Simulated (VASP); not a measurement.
Here is a VASP 6.6.1 calculation.

Contents of INCAR:

```
ALGO = Normal ; EDIFF = 1E-7
ENCUT = 520 ; GGA = PS
ISIF = 2 ; ISMEAR = -1
LASPH = T ; LCHARG = T
LELF = T ; LREAL = F
LVHAR = T ; LWAVE = F
NBANDS = 11 ; NELM = 80
PREC = Accurate ; SIGMA = 0.05
```

KPOINTS

```
k-points
0
Gamma
  11 11 11
```

File POSCAR:

```
MgO
1.0
    0.0000000000      2.1108892239      2.1108892239
    2.1108892239      0.0000000000      2.1108892239
    2.1108892239      2.1108892239      0.0000000000
Mg O
1 1
Direct
    0.0000000000      0.0000000000      0.0000000000
    0.5000000000      0.5000000000      0.5000000000
```

Potentials or basis: VASP PAW PBE potentials, release 64 (Mg, O).

Run with:

```console
$ cat potpaw_PBE.64/Mg/POTCAR potpaw_PBE.64/O/POTCAR > POTCAR
$ mpirun -np 1 vasp_std > vasp.out
```

Q: Estimate the pressure.

A: -1.4 GPa.

Q: Estimate the band gap on the k mesh.

A: 4.57 eV, direct.

Caveat: the PAW data sets were made with another functional, which shifts forces and pressure a little.
